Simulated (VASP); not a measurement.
# PtSe2 (P-3m1) in VASP: electric field gradients with r2SCAN+D3(BJ)

Aim: the electric field gradients of PtSe2 with r2SCAN+D3(BJ).

Everything below comes from runs of VASP 6.6.1. Logs are shortened: lines on timing, memory, paths and dates and some standing lists are left out, and cuts for length are marked.

## (1) The cell of the first run

It takes space group P-3m1 (No. 164, trigonal). The conventional cell has a = 3.729 Å, b = 3.729 Å, c = 5.238 Å, α = 90.00°, β = 90.00°, γ = 120.00°. Pt (site symmetry -3m) has 6 Se at 2.51 Å within 3.3 Å. Se (site symmetry 3m) has 3 Pt at 2.51 Å and 6 Se at 3.37 to 3.41 Å within 3.5 Å.

## (2) Electric field gradients, r2SCAN+D3(BJ)

POSCAR reads:

```
PtSe2
1.0
    3.7293975754      0.0000000000      0.0000000000
   -1.8646987877      3.2297530411      0.0000000000
    0.0000000000      0.0000000000      5.2381684537
Pt Se
1 2
Direct
    0.0000000000      0.0000000000      0.0000000000
    0.3333333333      0.6666666667      0.2473673332
    0.6666666667      0.3333333333      0.7526326668
```

INCAR.step1 reads:

```
PREC = Accurate ; ENCUT = 520
ISMEAR = 0 ; SIGMA = 0.05
LREAL = False ; LASPH = True
NELM = 80 ; NBANDS = 18
GGA = PE ; ALGO = Normal
EDIFF = 1E-4 ; LWAVE = True
LCHARG = False
```

INCAR.step2 reads:

```
PREC = Accurate ; ENCUT = 520
EDIFF = 1E-8 ; ISMEAR = 0
SIGMA = 0.05 ; LREAL = False
LASPH = True ; NELM = 80
ALGO = Normal ; ISIF = 2
LWAVE = False ; LCHARG = False
METAGGA = R2SCAN ; LMIXTAU = True
IVDW = 12 ; VDW_S6 = 1.0
VDW_S8 = 0.78981345 ; VDW_A1 = 0.49484001
VDW_A2 = 5.73083694 ; LEFG = True
NBANDS = 18 ; ISTART = 1
```

KPOINTS reads:

```
Automatic mesh
0
Gamma
  10 10 8
```

Potentials or basis: VASP PAW PBE potentials, release 64 (Pt, Se).

Started as:

```
$ cat potpaw_PBE.64/Pt/POTCAR potpaw_PBE.64/Se/POTCAR > POTCAR
$ cp INCAR.step1 INCAR
$ mpirun -np 1 vasp_std > vasp.out
$ cp INCAR.step2 INCAR
$ mpirun -np 1 vasp_std > vasp.out
```

OUTCAR:

```text
PREC = Accurate
   ENCUT = 520
   EDIFF = 1E-8
   ISMEAR = 0
   LREAL = False
   LASPH = True
   NELM = 80
   ISIF = 2
   METAGGA = R2SCAN
   IVDW = 12
   ISTART = 1
 IVDW          = 12

 ion  position               nearest neighbor table
   1  0.000  0.000  0.000-   2 2.51   3 2.51   2 2.51   3 2.51   3 2.51   2 2.51
   2  0.333  0.667  0.247-   1 2.51   1 2.51   1 2.51
   3  0.667  0.333  0.753-   1 2.51   1 2.51   1 2.51

  LATTYP: Found a hexagonal cell.
 ALAT       =     3.7293975754
 C/A-ratio  =     1.4045615539

  Lattice vectors:

 A1 = (   3.7293975754,   0.0000000000,   0.0000000000)
 A2 = (  -1.8646987877,   3.2297530411,   0.0000000000)
 A3 = (   0.0000000000,   0.0000000000,   5.2381684537)

Analysis of symmetry for initial positions (statically):
=====================================================================
 Subroutine PRICEL returns:
 Original cell was already a primitive cell.

 Routine SETGRP: Setting up the symmetry group for a
 hexagonal supercell.

 Subroutine GETGRP returns: Found 12 space group operations
 (whereof 12 operations were pure point group operations)
 out of a pool of 24 trial point group operations.

The static configuration has the point symmetry D_3d.

Analysis of symmetry for dynamics (positions and initial velocities):
=====================================================================
 Subroutine PRICEL returns:
 Original cell was already a primitive cell.

 Routine SETGRP: Setting up the symmetry group for a
 hexagonal supercell.

 Subroutine GETGRP returns: Found 12 space group operations
 (whereof 12 operations were pure point group operations)
 out of a pool of 24 trial point group operations.

The dynamic configuration has the point symmetry D_3d.

 Subroutine INISYM returns: Found 12 space group operations
 (whereof 12 operations are pure point group operations),
 and found     1 'primitive' translations

----------------------------------------------------------------------------------------

                                     Primitive cell

  volume of cell :      63.0939

  direct lattice vectors                    reciprocal lattice vectors
     3.729397575  0.000000000  0.000000000     0.268139821  0.154810598  0.000000000
    -1.864698788  3.229753041  0.000000000     0.000000000  0.309621196  0.000000000
     0.000000000  0.000000000  5.238168454     0.000000000  0.000000000  0.190906423

  length of vectors
     3.729397575  3.729397575  5.238168454     0.309621196  0.309621196  0.190906423

  position of ions in fractional coordinates (direct lattice)
     0.000000000  0.000000000  0.000000000
     0.333333333  0.666666667  0.247367333
     0.666666667  0.333333333  0.752632667

  ion indices of the primitive-cell ions
   primitive index   ion index
                 1           1
                 2           2
                 3           3

----------------------------------------------------------------------------------------

 KPOINTS: Automatic mesh

Automatic generation of k-mesh.
 Grid dimensions read from file:
 generate k-points for:   10   10    8

 Generating k-lattice:

  Cartesian coordinates                     Fractional coordinates (reciprocal lattice)
     0.026813982  0.015481060  0.000000000     0.100000000 -0.000000000  0.000000000
     0.000000000  0.030962120  0.000000000     0.000000000  0.100000000  0.000000000
     0.000000000  0.000000000  0.023863303     0.000000000  0.000000000  0.125000000

  Length of vectors
     0.030962120  0.030962120  0.023863303

  Shift w.r.t. Gamma in fractional coordinates (k-lattice)
     0.000000000  0.000000000  0.000000000

 Subroutine IBZKPT returns following result:
 ===========================================

 Found     94 irreducible k-points:

 Following reciprocal coordinates:
            Coordinates               Weight
  0.000000  0.000000  0.000000      1.000000
  0.100000  0.000000  0.000000      6.000000
  0.200000  0.000000  0.000000      6.000000
  0.300000  0.000000  0.000000      6.000000
  0.400000  0.000000  0.000000      6.000000
  0.500000  0.000000  0.000000      3.000000
[... 16 lines left out ...]
  0.000000  0.400000  0.125000      6.000000
  0.500000  0.000000  0.125000      6.000000
 [... further k-points ...]
   k-points           NKPTS =     94   k-points in BZ     NKDIM =     94   number of bands    NBANDS=     18
   number of dos      NEDOS =    301   number of ions     NIONS =      3
   total plane-waves  NPLWV =  31360
   dimension x,y,z NGX =    28 NGY =   28 NGZ =   40
   dimension x,y,z NGXF=    56 NGYF=   56 NGZF=   80
   ions per type =               1   2
   NGX,Y,Z   is equivalent  to a cutoff of  12.48, 12.48, 12.69 a.u.
   NGXF,Y,Z  is equivalent  to a cutoff of  24.96, 24.96, 25.39 a.u.
 SYSTEM =  unknown system
   PREC   = accura    normal or accurate (medium, high low for compatibility)
   ISTART =      1    job   : 0-new  1-cont  2-samecut
   ICHARG =      0    charge: 1-file 2-atom 10-const
   ISPIN  =      1    spin polarized calculation?
   LNONCOLLINEAR =      F non collinear calculations
   LSORBIT =      F    spin-orbit coupling
   LASPH  =      T    aspherical Exc in radial PAW
   ENCUT  =  520.0 eV  38.22 Ry    6.18 a.u.   6.93  6.93  9.74*2*pi/ulx,y,z
   NELM   =     80;   NELMIN=  2; NELMDL=  0     # of ELM steps
   EDIFF  = 0.1E-07   stopping-criterion for ELM
   LREAL  =      F    real-space projection
   EDIFFG = 0.1E-06   stopping-criterion for IOM
   NSW    =      0    number of steps for IOM
   IBRION =     -1    ionic relax: 0-MD 1-quasi-New 2-CG
   NFREE  =      0    steps in history (QN), initial steepest desc. (CG)
   ISIF   =      2    stress and relaxation
   ISYM   =      2    0-nonsym 1-usesym 2-fastsym
   POTIM  = 0.5000    time-step for ionic-motion
   TEBEG  =    0.0;   TEEND  =   0.0 temperature during run
   PSTRESS=    0.0 pullay stress
   NELECT =      22.0000    total number of electrons
   NUPDOWN=      -1.0000    fix difference up-down
   EMIN   =  10.00;   EMAX   =-10.00  energy-range for DOS
   EFERMI =   0.00;   METHOD = LEGACY
   ISMEAR =     0;   SIGMA  =   0.05  broadening in eV -4-tet -1-fermi 0-gaus
   EFERMI_NEDOS =   21; number of points for ismear=-14 and -15
   IALGO  =     38    algorithm
   IMIX   =      4    mixing-type and parameters
     AMIX     =   0.40;   BMIX     =  1.00
     AMIX_MAG =   1.60;   BMIX_MAG =  1.00
  volume/ion in A,a.u.               =      21.03       141.93
  Fermi-wavevector in a.u.,A,eV,Ry     =   1.152267  2.177469 18.064726  1.327720
  Thomas-Fermi vector in A             =   2.288919
   LORBIT       =      0    0 simple, 1 ext, 2 COOP (PROOUT), +10 PAW based schemes
   METAGGA = R2SCAN    functional components
   LHFCALC =     F    Hartree Fock is set to
   AEXX    =    0.0000 exact exchange contribution
   IVDW    =    12    specifies the selected vdW correction
   LEPSILON=     F    determine dielectric tensor
   LRPA    =     F    only Hartree local field effects (RPA)
 non-spin polarized calculation
 Gauss-broadening in eV      SIGMA  =   0.05
  energy-cutoff  :      520.00
  volume of cell :       63.09
 maximum number of plane-waves:      1716
   NGX = 13   NGY = 13   NGZ = 19

 number of electron      21.9999998 magnetization

 Free energy of the ion-electron system (eV)
  ---------------------------------------------------
  ext. energy  EPLUGINS =         0.00000000
  ---------------------------------------------------
  free energy    TOTEN  =       -81.46724165 eV

  energy without entropy =      -81.46685417  energy(sigma->0) =      -81.46704791

 E-fermi :   5.9047     XC(G=0): -11.0473

 val. band max:        5.8729990229   @ k =   0.0000   0.1000   0.1250
 cond. band min:       5.9165454028   @ k =   0.0000   0.3000   0.2500
 fundamental gap:      0.0435463799
 Fermi energy:         5.9046764056

 k-point     1 :       0.0000    0.0000    0.0000
  band No.  band energies     occupation
      1     -10.1979      2.00000
      2      -7.5609      2.00000
      3      -1.3924      2.00000
      4      -0.6707      2.00000
      5      -0.6707      2.00000
      6       1.7175      2.00000
[... 10 lines left out ...]
     17      13.6575      0.00000
     18      18.2944      0.00000
[... 466 lines left out ...]
      2      -8.2589      2.00000
      3      -1.6249      2.00000
      4      -0.0911      2.00000
      5       0.3400      2.00000
      6       1.3369      2.00000
[... 10 lines left out ...]
     17      14.1054      0.00000
     18      16.7858      0.00000

 [... further k-points ...]

------------------------ aborting loop because EDIFF is reached ----------------------------------------

 Edisp (eV)   -0.64612

 E8    (eV) :    -0.2147

  FORCE on cell =-STRESS in cart. coord.  units (eV):
  Direction    XX          YY          ZZ          XY          YZ          ZX
  --------------------------------------------------------------------------------------
  -------------------------------------------------------------------------------------
  Total       0.02800     0.02800     0.01331     0.00000     0.00000     0.00000
  in kB       0.71110     0.71110     0.33792     0.00000     0.00000     0.00000
  external pressure =        0.59 kB  Pullay stress =        0.00 kB

 VOLUME and BASIS-vectors are now :
 -----------------------------------------------------------------------------
  energy-cutoff  :      520.00
  volume of cell :       63.09
      direct lattice vectors                 reciprocal lattice vectors
     3.729397575  0.000000000  0.000000000     0.268139821  0.154810598  0.000000000
    -1.864698788  3.229753041  0.000000000     0.000000000  0.309621196  0.000000000
     0.000000000  0.000000000  5.238168454     0.000000000  0.000000000  0.190906423

 POSITION                                       TOTAL-FORCE (eV/Angst)
 -----------------------------------------------------------------------------------
      0.00000      0.00000      0.00000        -0.000000      0.000000      0.000000
     -0.00000      2.15317      1.29575         0.000000     -0.000000      0.013939
      1.86470      1.07658      3.94242        -0.000000      0.000000     -0.013939
 -----------------------------------------------------------------------------------
    total drift:                               -0.000000      0.000000      0.000000

  FREE ENERGIE OF THE ION-ELECTRON SYSTEM (eV)
  ---------------------------------------------------
  free  energy   TOTEN  =       -82.1133578276 eV

  energy  without entropy=      -82.1129703506  energy(sigma->0) =      -82.11316409

 Electric field gradients (V/A^2)
---------------------------------------------------------------------
 ion       V_xx      V_yy      V_zz      V_xy      V_xz      V_yz
---------------------------------------------------------------------
   1     -62.556   -62.556   125.113    -0.000    -0.000     0.000
   2      36.231    36.231   -72.461    -0.000     0.000    -0.000
   3      36.231    36.231   -72.461    -0.000     0.000    -0.000
---------------------------------------------------------------------

 Electric field gradients after diagonalization (V/A^2)
 (convention: |V_zz| > |V_xx| > |V_yy|)
----------------------------------------------------------------------
 ion       V_xx      V_yy      V_zz     asymmetry (V_yy - V_xx)/ V_zz
----------------------------------------------------------------------
   1     -62.557   -62.556   125.113       0.000
   2      36.231    36.230   -72.461       0.000
   3      36.231    36.230   -72.461       0.000
----------------------------------------------------------------------

           NMR quadrupolar parameters

 Cq : quadrupolar parameter    Cq=e*Q*V_zz/h
 eta: asymmetry parameters     (V_yy - V_xx)/ V_zz
 Q  : nuclear electric quadrupole moment in mb (millibarn)
----------------------------------------------------------------------
 ion       Cq(MHz)       eta       Q (mb)
----------------------------------------------------------------------
   1       0.303       0.000       1.000
   2      -0.175       0.000       1.000
   3      -0.175       0.000       1.000
----------------------------------------------------------------------
```

Wall time 3.8 min (1 thread of Intel Xeon 6975P-C (Granite Rapids), shared host); peak memory 0.27 GiB.

What came out:

```yaml
Free_energy: -82.1134 eV
Pressure: 0.1 GPa
Largest_force: 0.014 eV/Å
Band_gap_on_the_k_mesh: zero (bands 11 and 12 overlap by 0.16 eV)
Largest_electric_field_gradient_by_atom: Pt +125.1; Se -72.5 V/Å²
Dispersion_energy_per_atom: -0.215 eV
```

Forces in eV/Å, atoms in the order of the input:
```
Pt   0.000  0.000  0.000
Se   0.000  0.000  0.014
Se   0.000  0.000 -0.014
```

Electric field gradients, principal values (V/Å²):
```csv
atom,least,middle,greatest (by size)
1 Pt,-62.556,-62.557,125.113
2 Se,36.230,36.231,-72.461
3 Se,36.230,36.231,-72.461
```

Caveat: without QUAD_EFG the Cq values of the log hold for a quadrupole moment of 1 mb, not for the nuclei; the PAW data sets were made with another functional, which shifts forces and pressure a little; spin-orbit coupling is left out, which moves the levels of the heavy elements.

The gap in the log of VASP goes by the Fermi energy; the results here count the filled bands.